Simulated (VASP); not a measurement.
Wanted: the native input for a VASP 6.6.1 run.

- Task: single point
- Functional: PBEsol
- Potentials or basis: VASP PAW PBE potentials, release 64 (Sn_d)
- Cutoff: 520 eV
- k mesh: 10 × 10 × 10
- Occupations: fermi-dirac, width 0.1 eV
- Spin: no spin polarisation
- Dipole correction: no
- Further INCAR settings: ALGO = Normal; EDIFF = 1e-06; NBANDS = 21

The structure of Sn lies in POSCAR:

```
Sn
1.0
    0.0000000000      3.0985772174      3.0985772174
    3.0985772174      0.0000000000      3.0985772174
    3.0985772174      3.0985772174      0.0000000000
Sn
2
Direct
   -0.1250000000     -0.1250000000     -0.1250000000
    0.1250000000      0.1250000000      0.1250000000
```

This isn't the form of Sn at room conditions, which is tetragonal (white tin).

One way to write it, as run:

INCAR

```
SYSTEM = Sn
  PREC = Accurate
  ENCUT = 520
  EDIFF = 1E-6
  ISMEAR = -1
  SIGMA = 0.1
  LREAL = .FALSE.
  LASPH = .TRUE.
  NELM = 60
  ALGO = Normal
  ISIF = 2
  LWAVE = .FALSE.
  LCHARG = .TRUE.
  GGA = PS
  LELF = .TRUE.
  LVHAR = .TRUE.
  NBANDS = 21
```

KPOINTS

```
Automatic mesh
0
G
  10 10 10
  0 0 0
```

Potentials or basis: VASP PAW PBE potentials, release 64 (Sn_d).

Command:

```sh
$ cat potpaw_PBE.64/Sn_d/POTCAR > POTCAR
$ mpirun -np 1 vasp_std > vasp.out
```

It gave:

```
Pressure : 9.8 GPa
```

Caveat: the cell stands under pressure; the PAW data sets were made with another functional, which shifts forces and pressure a little.

Wall time 98 s on 1 thread of Intel Xeon 8259CL (shared host), peak memory 0.22 GiB.
